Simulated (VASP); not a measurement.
# Be (P-1) in VASP: single point with PBEsol

Aim: the single point of Be with PBEsol.

All numbers are computed with VASP 6.6.1; they aren't measurements. Logs are shortened: lines on timing, memory, paths and dates and some standing lists are left out, and cuts for length are marked.

## (1) The cell of the first run

The typed cell holds 1 atom: a = 2.169 Å, b = 2.150 Å, c = 2.150 Å, α = 109.69°, β = 110.51°, γ = 107.94°.

## (2) Single point, PBEsol

Input file INCAR:

```
SYSTEM = Be
  PREC = Accurate
  ENCUT = 520
  EDIFF = 1E-6
  ISMEAR = 0
  SIGMA = 0.15
  LREAL = .False.
  LASPH = .True.
  NELM = 100
  ALGO = Fast
  ISIF = 2
  LWAVE = .False.
  LCHARG = .False.
  GGA = PS
  NBANDS = 7
```

Input file KPOINTS:

```
regular mesh
0
Gamma
  18 18 18
  0 0 0
```

Input file POSCAR:

```
Be
1.0
   -1.2391407339      1.2392402725      1.2787399538
    1.2377373124     -1.2237555325      1.2618517923
    1.2381470357      1.2227618343     -1.2632552139
Be
1
Direct
    0.0000000000      0.0000000000      0.0000000000
```

Potentials or basis: VASP PAW PBE potentials, release 64 (Be).

Run with:

```
> cat potpaw_PBE.64/Be/POTCAR > POTCAR
> mpirun -np 1 vasp_std > vasp.out
```

OUTCAR:

```text
SYSTEM = Be
   PREC = Accurate
   ENCUT = 520
   EDIFF = 1E-6
   ISMEAR = 0
   LREAL = .False.
   LASPH = .True.
   NELM = 100
   ISIF = 2
   GGA = PS

 ion  position               nearest neighbor table
   1  0.000  0.000  0.000-

  LATTYP: Found a triclinic cell.
 ALAT       =     2.1666513246
 B/A-ratio  =     1.6108959782
 C/A-ratio  =     1.0012756194
 COS(alpha) =     0.0001385746
 COS(beta)  =     0.3479232937
 COS(gamma) =     0.8101033847

  Lattice vectors:

 A1 = (   1.2367436142,   1.2382465743,   1.2773365322)
 A2 = (   2.4748906499,   2.4610084086,   0.0140813183)
 A3 = (  -1.2391407339,   1.2392402725,   1.2787399538)

Analysis of symmetry for initial positions (statically):
=====================================================================
 Subroutine PRICEL returns:
 Original cell was already a primitive cell.

 Routine SETGRP: Setting up the symmetry group for a
 triclinic supercell.

 Subroutine GETGRP returns: Found  2 space group operations
 (whereof  2 operations were pure point group operations)
 out of a pool of  2 trial point group operations.

The static configuration has the point symmetry S_2 .

Analysis of symmetry for dynamics (positions and initial velocities):
=====================================================================
 Subroutine PRICEL returns:
 Original cell was already a primitive cell.

 Routine SETGRP: Setting up the symmetry group for a
 triclinic supercell.

 Subroutine GETGRP returns: Found  2 space group operations
 (whereof  2 operations were pure point group operations)
 out of a pool of  2 trial point group operations.

The dynamic configuration has the point symmetry S_2 .

 Subroutine INISYM returns: Found  2 space group operations
 (whereof  2 operations are pure point group operations),
 and found     1 'primitive' translations

----------------------------------------------------------------------------------------

                                     Primitive cell

  volume of cell :       7.7430

  direct lattice vectors                    reciprocal lattice vectors
    -1.239140734  1.239240273  1.278739954     0.000383748  0.403713524  0.391148692
     1.237737312 -1.223755533  1.261851792     0.404118405 -0.002313986  0.393846426
     1.238147036  1.222761834 -1.263255214     0.404057899  0.406350751 -0.002253480

  length of vectors
     2.169415147  2.149846786  2.150341443     0.562122812  0.564297835  0.573052176

  position of ions in fractional coordinates (direct lattice)
     0.000000000  0.000000000  0.000000000

  ion indices of the primitive-cell ions
   primitive index   ion index
                 1           1

----------------------------------------------------------------------------------------

 KPOINTS: regular mesh

Automatic generation of k-mesh.
 Grid dimensions read from file:
 generate k-points for:   18   18   18

 Generating k-lattice:

  Cartesian coordinates                     Fractional coordinates (reciprocal lattice)
     0.000021319  0.022428529  0.021730483     0.055555556  0.000000000  0.000000000
     0.022451022 -0.000128555  0.021880357     0.000000000  0.055555556 -0.000000000
     0.022447661  0.022575042 -0.000125193     0.000000000 -0.000000000  0.055555556

  Length of vectors
     0.031229045  0.031349880  0.031836232

  Shift w.r.t. Gamma in fractional coordinates (k-lattice)
     0.000000000  0.000000000  0.000000000

 Subroutine IBZKPT returns following result:
 ===========================================

 Found   2920 irreducible k-points:

 Following reciprocal coordinates:
            Coordinates               Weight
  0.000000  0.000000  0.000000      1.000000
  0.055556  0.000000  0.000000      2.000000
  0.111111  0.000000  0.000000      2.000000
  0.166667  0.000000  0.000000      2.000000
  0.222222  0.000000  0.000000      2.000000
  0.277778  0.000000  0.000000      2.000000
[... 16 lines left out ...]
 -0.333333  0.055556 -0.000000      2.000000
 -0.277778  0.055556 -0.000000      2.000000
 [... further k-points ...]
   k-points           NKPTS =   2920   k-points in BZ     NKDIM =   2920   number of bands    NBANDS=      7
   number of dos      NEDOS =    301   number of ions     NIONS =      1
   total plane-waves  NPLWV =   4096
   dimension x,y,z NGX =    16 NGY =   16 NGZ =   16
   dimension x,y,z NGXF=    32 NGYF=   32 NGZF=   32
   ions per type =               1
   NGX,Y,Z   is equivalent  to a cutoff of  12.26, 12.37, 12.37 a.u.
   NGXF,Y,Z  is equivalent  to a cutoff of  24.52, 24.75, 24.74 a.u.
 SYSTEM =  Be
   PREC   = accura    normal or accurate (medium, high low for compatibility)
   ISTART =      0    job   : 0-new  1-cont  2-samecut
   ICHARG =      2    charge: 1-file 2-atom 10-const
   ISPIN  =      1    spin polarized calculation?
   LNONCOLLINEAR =      F non collinear calculations
   LSORBIT =      F    spin-orbit coupling
   LASPH  =      T    aspherical Exc in radial PAW
   ENCUT  =  520.0 eV  38.22 Ry    6.18 a.u.   4.03  4.00  4.00*2*pi/ulx,y,z
   NELM   =    100;   NELMIN=  2; NELMDL= -5     # of ELM steps
   EDIFF  = 0.1E-05   stopping-criterion for ELM
   LREAL  =      F    real-space projection
   EDIFFG = 0.1E-04   stopping-criterion for IOM
   NSW    =      0    number of steps for IOM
   IBRION =     -1    ionic relax: 0-MD 1-quasi-New 2-CG
   NFREE  =      0    steps in history (QN), initial steepest desc. (CG)
   ISIF   =      2    stress and relaxation
   ISYM   =      2    0-nonsym 1-usesym 2-fastsym
   POTIM  = 0.5000    time-step for ionic-motion
   TEBEG  =    0.0;   TEEND  =   0.0 temperature during run
   PSTRESS=    0.0 pullay stress
   NELECT =       2.0000    total number of electrons
   NUPDOWN=      -1.0000    fix difference up-down
   EMIN   =  10.00;   EMAX   =-10.00  energy-range for DOS
   EFERMI =   0.00;   METHOD = LEGACY
   ISMEAR =     0;   SIGMA  =   0.15  broadening in eV -4-tet -1-fermi 0-gaus
   EFERMI_NEDOS =   21; number of points for ismear=-14 and -15
   IALGO  =     68    algorithm
   IMIX   =      4    mixing-type and parameters
     AMIX     =   0.40;   BMIX     =  1.00
     AMIX_MAG =   1.60;   BMIX_MAG =  1.00
  volume/ion in A,a.u.               =       7.74        52.25
  Fermi-wavevector in a.u.,A,eV,Ry     =   1.042596  1.970220 14.789609  1.087006
  Thomas-Fermi vector in A             =   2.177268
   LORBIT       =      0    0 simple, 1 ext, 2 COOP (PROOUT), +10 PAW based schemes
   GGA     = PS    functional components
   LHFCALC =     F    Hartree Fock is set to
   AEXX    =    0.0000 exact exchange contribution
   IVDW    =     0    specifies the selected vdW correction
   LEPSILON=     F    determine dielectric tensor
   LRPA    =     F    only Hartree local field effects (RPA)
 non-spin polarized calculation
 RMM-DIIS sequential band-by-band and
 Gauss-broadening in eV      SIGMA  =   0.15
  energy-cutoff  :      520.00
  volume of cell :        7.74
 maximum number of plane-waves:       232
   NGX =  7   NGY =  7   NGZ =  7

 number of electron       2.0000000 magnetization

 Free energy of the ion-electron system (eV)
  ---------------------------------------------------
  ext. energy  EPLUGINS =         0.00000000
  ---------------------------------------------------
  free energy    TOTEN  =        -3.89955135 eV

  energy without entropy =       -3.89797141  energy(sigma->0) =       -3.89876138

 E-fermi :   8.0080     XC(G=0): -10.6820

 val. band max:        8.0063685039   @ k =   0.1111   0.3333   0.2778
 cond. band min:       8.0139310851   @ k =   0.2778   0.3333   0.2778
 fundamental gap:      0.0075625812
 Fermi energy:         8.0079998137

 k-point     1 :       0.0000    0.0000    0.0000
  band No.  band energies     occupation
      1      -4.2710      2.00000
      2      27.4058      0.00000
      3      27.6963      0.00000
      4      27.8558      0.00000
      5      38.5474      0.00000
      6      38.7268      0.00000
      7      39.9616      0.00000

 k-point     2 :       0.0556    0.0000    0.0000
  band No.  band energies     occupation
      1      -4.1643      2.00000
      2      26.8246      0.00000
      3      27.2762      0.00000
      4      27.7035      0.00000
      5      37.2592      0.00000
      6      37.8238      0.00000
      7      40.0887      0.00000

 k-point     3 :       0.1111    0.0000    0.0000
  band No.  band energies     occupation
      1      -3.8440      2.00000
      2      25.0480      0.00000
      3      26.2577      0.00000
      4      27.3227      0.00000
      5      35.3978      0.00000
      6      35.9882      0.00000
      7      39.8435      0.00000

 k-point     4 :       0.1667    0.0000    0.0000
  band No.  band energies     occupation
      1      -3.3103      2.00000
      2      22.4025      0.00000
      3      25.0270      0.00000
      4      26.7625      0.00000
      5      34.1885      0.00000
      6      34.4042      0.00000
      7      39.5033      0.00000

 k-point     5 :       0.2222    0.0000    0.0000
  band No.  band energies     occupation
      1      -2.5644      2.00000
      2      19.4068      0.00000
      3      23.8235      0.00000
      4      26.1005      0.00000
      5      32.6210      0.00000
      6      34.0381      0.00000
      7      39.7183      0.00000
[... 161 lines left out ...]
 k-point    22 :      -0.3889    0.0556   -0.0000
  band No.  band energies     occupation
      1       0.2602      2.00000
      2      12.2862      0.00000
      3      21.2432      0.00000
      4      23.7525      0.00000
      5      30.9977      0.00000
      6      34.4002      0.00000
      7      41.8512      0.00000

 k-point    23 :      -0.3333    0.0556   -0.0000
  band No.  band energies     occupation
      1      -0.9617      2.00000
      2      14.9642      0.00000
      3      21.9921      0.00000
      4      24.3346      0.00000
      5      31.7252      0.00000
      6      34.0888      0.00000
      7      40.7209      0.00000

 k-point    24 :      -0.2778    0.0556   -0.0000
  band No.  band energies     occupation
      1      -2.0156      2.00000
      2      17.8860      0.00000
      3      22.9520      0.00000
      4      25.0518      0.00000
      5      32.6552      0.00000
      6      33.9614      0.00000
      7      39.8443      0.00000

 [... further k-points ...]
[... 5 lines left out ...]
  --------------------------------------------------------------------------------------
  -------------------------------------------------------------------------------------
  Total       -0.0036875      0.0420026      0.0285922      0.0080307     -0.1230138      0.0109714
  in kB       -0.7630278      8.6912106      5.9163086      1.6617086    -25.4540994      2.2702159
  external PRESSURE =       4.6148305 kB  Pullay stress =       0.0000000 kB

 VOLUME and BASIS-vectors are now :
 -----------------------------------------------------------------------------
  energy-cutoff  :      520.00
  volume of cell :        7.74
      direct lattice vectors                 reciprocal lattice vectors
    -1.239140734  1.239240273  1.278739954     0.000383748  0.403713524  0.391148692
     1.237737312 -1.223755533  1.261851792     0.404118405 -0.002313986  0.393846426
     1.238147036  1.222761834 -1.263255214     0.404057899  0.406350751 -0.002253480

 POSITION                                       TOTAL-FORCE (eV/Angst)
 -----------------------------------------------------------------------------------
      0.00000      0.00000      0.00000         0.000000      0.000000     -0.000000
 -----------------------------------------------------------------------------------
    total drift:                               -0.000000      0.000000      0.000000

  FREE ENERGIE OF THE ION-ELECTRON SYSTEM (eV)
  ---------------------------------------------------
  free  energy   TOTEN  =        -3.8995513545 eV

  energy  without entropy=       -3.8979714120  energy(sigma->0) =       -3.89876138
```

Run time: 31 s. Hardware: 1 thread of Intel Xeon 6975P-C (Granite Rapids), shared host; peak memory 0.25 GiB.

What came out:

- Free energy: -3.8996 eV
- Pressure: 0.5 GPa
- Band gap on the k mesh: zero (band 1 reaches 11.43 eV, above the bottom of band 2 at 6.71 eV)

Levels at points of the mesh, in eV from the Fermi level:
```csv
k point,band 1,band 2,band 3,band 4,band 5,band 6
"(0.00, 0.00, 0.00)",-12.28,19.40,19.69,19.85,30.54,30.72
"(0.50, 0.00, 0.00)",-5.39,0.25,12.76,15.98,20.99,26.94
"(0.00, 0.50, 0.00)",-5.34,0.35,12.71,16.09,21.08,26.87
"(0.50, 0.50, 0.00)",-5.10,0.72,12.01,15.08,19.95,26.26
"(0.00, 0.00, 0.50)",-5.09,0.74,11.98,15.07,19.93,26.25
"(0.50, 0.00, 0.50)",-5.36,0.32,12.74,16.10,21.10,26.90
"(0.00, 0.50, 0.50)",-5.21,0.56,12.44,15.80,20.79,26.58
"(0.50, 0.50, 0.50)",3.30,4.31,4.55,9.54,10.30,18.84
```

Caveat: the PAW data sets were made with another functional, which shifts forces and pressure a little.
